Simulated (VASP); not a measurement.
Here is a VASP 6.6.1 calculation.

File INCAR:

```
PREC = Accurate
ENCUT = 520
EDIFF = 1E-6
ISMEAR = -1
SIGMA = 0.02
LREAL = False
LASPH = True
NELM = 60
ALGO = Normal
ISIF = 2
LWAVE = False
LCHARG = False
GGA = CA
NBANDS = 50
```

KPOINTS

```
Automatic mesh
0
Gamma
  6 6 6
```

POSCAR

```
HfSiO4
1.0
   -3.2614464767      3.2614464767      2.9609879379
    3.2614464767     -3.2614464767      2.9609879379
    3.2614464767      3.2614464767     -2.9609879379
Hf Si O
2 2 8
Direct
    0.7500000000      0.2500000000      0.5000000000
    0.0000000000      0.0000000000      0.0000000000
    0.2500000000      0.7500000000      0.5000000000
    0.5000000000      0.5000000000      0.0000000000
    0.1330382650      0.3180865121      0.8149517529
    0.0680865121      0.7531347592      0.6850482471
    0.5031347592      0.3180865121      0.1850482471
    0.0680865121      0.3830382650      0.3149517529
    0.6169617350      0.9319134879      0.6850482471
    0.6819134879      0.8669617350      0.1850482471
    0.2468652408      0.9319134879      0.3149517529
    0.6819134879      0.4968652408      0.8149517529
```

Potentials or basis: VASP PAW LDA potentials, release 64 (Hf_pv, Si, O).

The run is started by

```sh
$ cat potpaw_LDA.64/Hf_pv/POTCAR potpaw_LDA.64/Si/POTCAR potpaw_LDA.64/O/POTCAR > POTCAR
$ mpirun -np 1 vasp_std > vasp.out
```

What does it give for the band gap on the k mesh?

5.37 eV (least direct gap 5.75 eV).

Predict the pressure.

-1.0 GPa.

Predict the largest force.

0.215 eV/Å.

Forces in eV/Å, atoms in the order of the input:
```
Hf   0.000  0.000  0.000
Hf   0.000  0.000  0.000
Si   0.000  0.000  0.000
Si   0.000  0.000  0.000
O    0.000 -0.155 -0.149
O    0.155  0.000 -0.149
O    0.000  0.155 -0.149
O   -0.155  0.000 -0.149
O    0.000  0.155  0.149
O    0.155  0.000  0.149
O    0.000 -0.155  0.149
O   -0.155  0.000  0.149
```

Caveat: spin-orbit coupling is left out, which moves the levels of the heavy elements. Expect the measured gap to be larger: semilocal functionals such as LDA lack the derivative discontinuity.
